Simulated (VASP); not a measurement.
# HfSiO4 (F222) in VASP: further runs, part 2 of 2

VASP 6.6.1. Earlier steps stand in the parts before.

### 4 Relaxation of cell and atoms, PBE

This run uses another cell than the first one, of 11.67 Å³/atom, 0.871 times its volume.

Input file INCAR:

```
SYSTEM = HfSiO4
ALGO = Normal
EDIFF = 1E-6
EDIFFG = -0.04
ENCUT = 600
GGA = PE
IBRION = 2
ISIF = 3
ISMEAR = 0
LASPH = .True.
LCHARG = .False.
LREAL = .False.
LWAVE = .False.
NELM = 60
NSW = 90
PREC = Accurate
SIGMA = 0.1
```

Input file KPOINTS:

```
k-points
0
Gamma
  6 6 6
  0 0 0
```

Input file POSCAR:

```
HfSiO4
1.0
    0.0000000000      3.4054859027      3.9923174023
    2.5742614674      0.0000000000      3.9923174023
    2.5742614674      3.4054859027      0.0000000000
Hf Si O
1 1 4
Direct
    0.7500000000      0.7500000000      0.7500000000
    0.5000000000      0.5000000000      0.5000000000
    0.7449694530      0.2550305470      0.7449694530
    0.2550305470      0.7449694530      0.2550305470
    0.7125998746      0.7125998746      0.2874001254
    0.2874001254      0.2874001254      0.7125998746
```

Potentials or basis: VASP PAW PBE potentials, release 64 (Hf_pv, Si, O).

Started as:

```sh
cat potpaw_PBE.64/Hf_pv/POTCAR potpaw_PBE.64/Si/POTCAR potpaw_PBE.64/O/POTCAR > POTCAR
mpirun -np 1 vasp_std > vasp.out
```

OUTCAR:

```text
SYSTEM = HfSiO4
   EDIFF = 1E-6
   EDIFFG = -0.04
   ENCUT = 600
   GGA = PE
   IBRION = 2
   ISIF = 3
   ISMEAR = 0
   LASPH = .True.
   LREAL = .False.
   NELM = 60
   NSW = 90
   PREC = Accurate

 ion  position               nearest neighbor table
   1  0.750  0.750  0.750-   6 2.16   6 2.16   5 2.16   5 2.16   4 2.38   3 2.38   3 2.38   4 2.38
                             2 2.92   2 2.92   2 2.92   2 2.92
   2  0.500  0.500  0.500-   3 1.67   4 1.67   5 1.70   6 1.70   1 2.92   1 2.92   1 2.92   1 2.92

   3  0.745  0.255  0.745-   2 1.67   1 2.38   1 2.38
   4  0.255  0.745  0.255-   2 1.67   1 2.38   1 2.38
   5  0.713  0.713  0.287-   2 1.70   1 2.16   1 2.16
   6  0.287  0.287  0.713-   2 1.70   1 2.16   1 2.16

  LATTYP: Found a face centered orthorhombic cell.
 ALAT       =     5.1485229348
 B/A-ratio  =     1.3228982160
 C/A-ratio  =     1.5508593252

  Lattice vectors:

 A1 = (   0.0000000000,   3.4054859027,   3.9923174023)
 A2 = (   2.5742614674,   0.0000000000,   3.9923174023)
 A3 = (   2.5742614674,   3.4054859027,   0.0000000000)

Analysis of symmetry for initial positions (statically):
=====================================================================
 Subroutine PRICEL returns:
[... 188 lines left out ...]
  -------------------------------------------------------------------------------------
  Total       -0.8021449     -0.5340425     -0.6064640      0.0000000      0.0000000      0.0000000
  in kB      -18.3601667    -12.2236142    -13.8812566      0.0000000      0.0000000      0.0000000
  external PRESSURE =     -14.8216792 kB  Pullay stress =       0.0000000 kB
[... 227 lines left out ...]
--------------------------------------- Ionic step        7  -------------------------------------------

 number of electron      37.9999997 magnetization

 Free energy of the ion-electron system (eV)
  ---------------------------------------------------
  ext. energy  EPLUGINS =         0.00000000
  ---------------------------------------------------
  free energy    TOTEN  =       -49.76329600 eV

  energy without entropy =      -49.76329600  energy(sigma->0) =      -49.76329600

 E-fermi :   4.7654     XC(G=0): -10.7130

 val. band max:        4.2889664485   @ k =   0.0000   0.0000   0.0000
 cond. band min:       5.3038764377   @ k =   0.0000   0.0000   0.0000
 fundamental gap:      1.0149099891
 Fermi energy:         4.7653660337

 k-point     1 :       0.0000    0.0000    0.0000
  band No.  band energies     occupation
      1     -27.2109      2.00000
      2     -27.1930      2.00000
      3     -27.0443      2.00000
      4     -16.2861      2.00000
      5     -14.5297      2.00000
      6     -13.5486      2.00000
[... 613 lines left out ...]
     22       8.5139      0.00000
     23       8.9036      0.00000

 [... further k-points ...]

------------------------ aborting loop because EDIFF is reached ----------------------------------------

  FORCE on cell =-STRESS in cart. coord.  units (eV):
  Direction    XX          YY          ZZ          XY          YZ          ZX
  --------------------------------------------------------------------------------------
  -------------------------------------------------------------------------------------
  Total        0.0829446     -0.0131563     -0.1754911      0.0000000      0.0000000      0.0000000
  in kB        1.9216113     -0.3047983     -4.0656756      0.0000000      0.0000000      0.0000000
  external PRESSURE =      -0.8162875 kB  Pullay stress =       0.0000000 kB
[... 21 lines left out ...]
  FREE ENERGIE OF THE ION-ELECTRON SYSTEM (eV)
  ---------------------------------------------------
  free  energy   TOTEN  =       -49.7632959957 eV

  energy  without entropy=      -49.7632959957  energy(sigma->0) =      -49.76329600

 reached required accuracy - stopping structural energy minimisation
```

OSZICAR:

```text
N       E                     dE             d eps       ncg     rms          rms(c)
DAV:   1     0.249875995647E+03    0.24988E+03   -0.23615E+04  2116   0.179E+03
DAV:   2    -0.449430612733E+02   -0.29482E+03   -0.28813E+03  2694   0.386E+02
DAV:   3    -0.592336376411E+02   -0.14291E+02   -0.14254E+02  2641   0.859E+01
[... 59 lines left out ...]
DAV:   2    -0.497635537651E+02    0.14392E-03   -0.84733E-03  2704   0.644E-01    0.113E-01
DAV:   3    -0.497633385330E+02    0.21523E-03   -0.29960E-04  2593   0.136E-01    0.512E-02
DAV:   4    -0.497632967602E+02    0.41773E-04   -0.17003E-04  2655   0.966E-02    0.194E-02
DAV:   5    -0.497632963928E+02    0.36743E-06   -0.17338E-05  2543   0.301E-02    0.167E-02
DAV:   6    -0.497632959957E+02    0.39707E-06   -0.68460E-07  1646   0.680E-03
   7 F= -.49763296E+02 E0= -.49763296E+02  d E =-.837996E-03
```

CONTCAR:

```text
HfSiO4
   1.00000000000000
     0.0000000000000000    3.3973136905136347    3.9765507562710209
     2.5595331142780693    0.0000000000000000    3.9765507562710209
     2.5595331142780693    3.3973136905136347    0.0000000000000000
  Hf              Si              O
     1     1     4
Direct
     0.7500000000000000    0.7500000000000000    0.7500000000000000
     0.5000000000000000    0.5000000000000000    0.5000000000000000
     0.7458426934917864    0.2541573065082136    0.7458426934917864
     0.2541573065082136    0.7458426934917864    0.2541573065082136
     0.7133324460781297    0.7133324460781297    0.2866675539218702
     0.2866675539218702    0.2866675539218702    0.7133324460781297

  0.00000000E+00  0.00000000E+00  0.00000000E+00
  0.00000000E+00  0.00000000E+00  0.00000000E+00
  0.00000000E+00  0.00000000E+00  0.00000000E+00
  0.00000000E+00  0.00000000E+00  0.00000000E+00
  0.00000000E+00  0.00000000E+00  0.00000000E+00
  0.00000000E+00  0.00000000E+00  0.00000000E+00
```

Wall time 7 min (1 thread of Intel Xeon 6975P-C, shared host); peak memory 0.29 GiB.

Results:

```yaml
Free_energy: -49.7633 eV
Relaxed_volume: 11.53 Å³/atom
Relaxed_cell: a = 5.230 Å, b = 4.729 Å, c = 4.254 Å, α = 70.99°, β = 58.75°, γ = 50.26°
Space_group_after_relaxing_to_0.05_Å: F222 (No. 22)
Energy_gained_by_relaxing: 0.9 meV/atom
Ionic_steps: 7
Pressure_after_relaxing: -0.1 GPa
Largest_force_after_relaxing: 0.005 eV/Å
Band_gap_on_the_k_mesh: 1.01 eV, direct
```

Forces on the atoms (eV/Å):
```
Hf   0.000  0.000  0.000
Si   0.000  0.000  0.000
O    0.000  0.005  0.000
O    0.000 -0.005  0.000
O    0.000  0.000  0.000
O    0.000  0.000  0.000
```

Stress tensor (GPa, compression positive):
```
 0.19  0.00  0.00
 0.00 -0.03  0.00
 0.00  0.00 -0.41
```

Step by step:
```
step  energy change (eV)  largest force (eV/Å)  pressure (GPa)  volume (Å³)
   1              0.0000                0.0943           -1.48        70.00
   2             -0.0040                0.1601            0.93        68.91
   3             -0.0045                0.1369            0.46        69.17
   4             -0.0045                0.1348            0.22        69.23
   5             -0.0045                0.1365            0.28        69.20
   6             -0.0042                0.1489           -0.50        69.10
   7             -0.0053                0.0051           -0.08        69.16
```

Final structure:
```xyz
6
Lattice="0.0000 3.3973 3.9766 2.5595 0.0000 3.9766 2.5595 3.3973 0.0000" Properties=species:S:1:pos:R:3 pbc="T T T"
Hf    3.8393    5.0960    5.9648
Si    2.5595    3.3973    3.9766
O     2.5595    5.0677    3.9766
O     2.5595    1.7269    3.9766
O     2.5595    3.3973    5.6732
O     2.5595    3.3973    2.2799
```

Caveat: spin-orbit coupling is left out, which moves the levels of the heavy elements.

### 5 Overview

```csv
task,cell,k mesh,cutoff (eV),smearing,gap on the mesh (eV),pressure (GPa),relaxed volume (Å³/atom),largest force (eV/Å)
relaxation of cell and atoms,"relaxed from a = 5.535, b = 5.001, c = 4.450 Å, angles 71.4, 58.9, 49.6°, 6 atoms",4 × 4 × 4,600,gaussian 0.1 eV,1.19,-0.1,11.55,0.01
single point,"a = 5.230, b = 4.646, c = 4.353 Å, angles 71.0, 57.1, 51.9°, 6 atoms",8 × 8 × 8,520,gaussian 0.02 eV,0.93,-1.2,-,0.09
relaxation of cell and atoms,"relaxed from a = 5.247, b = 4.750, c = 4.269 Å, angles 70.9, 58.8, 50.3°, 6 atoms",6 × 6 × 6,600,gaussian 0.1 eV,1.01,-0.1,11.53,0.01
```

Alike in all rows: level PBE; potentials or basis VASP PAW PBE potentials, release 64 (Hf_pv, Si, O); no spin polarisation.

Caveats: spin-orbit coupling is left out, which moves the levels of the heavy elements.

Total energies depend on the potentials used, so only differences within one code and one set of settings carry meaning.
